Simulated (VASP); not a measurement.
A run of VASP 6.6.1 is set up as follows.

Contents of INCAR:

```
SYSTEM = CuF
PREC     = Accurate       ! precision mode
ENCUT    = 520            ! plane-wave cutoff, eV
EDIFF    = 1E-7           ! SCF threshold, eV
ISMEAR   = -1             ! smearing method
SIGMA    = 0.02           ! smearing width, eV
LREAL    = .False.        ! projectors in reciprocal space
LASPH    = .True.         ! aspherical terms in the spheres
NELM     = 60             ! most SCF steps
ALGO     = Normal         ! electronic algorithm
ISIF     = 2              ! what is computed and relaxed
LWAVE    = .False.        ! write WAVECAR
LCHARG   = .False.        ! write CHGCAR
GGA      = CA             ! functional
NBANDS   = 16             ! bands
```

Contents of KPOINTS:

```
Automatic mesh
0
Gamma
  10 10 10
  0 0 0
```

The input POSCAR:

```
CuF
1.0
    2.7384616677      0.0000000000      0.0000000000
    0.0000000000      2.7384616677      0.0000000000
    0.0000000000      0.0000000000      2.7384616677
Cu F
1 1
Direct
    0.0000000000      0.0000000000      0.0000000000
    0.5000000000      0.5000000000      0.5000000000
```

Potentials or basis: VASP PAW LDA potentials, release 64 (Cu, F).

Run with:

```console
$ cat potpaw_LDA.64/Cu/POTCAR potpaw_LDA.64/F/POTCAR > POTCAR
$ mpirun -np 1 vasp_std > vasp.out
```

Task: Estimate the band gap on the k mesh.

Result: Zero (band 9 reaches 4.61 eV, above the bottom of band 10 at 4.25 eV).

Task: Estimate the pressure.

Result: -7.6 GPa.

Caveat: semilocal functionals often make such compounds metallic where correlation or magnetic order opens a gap, which also shifts bond lengths. With open d or f shells a metallic result of LDA can be an artefact of self-interaction; +U or a hybrid may open a gap.
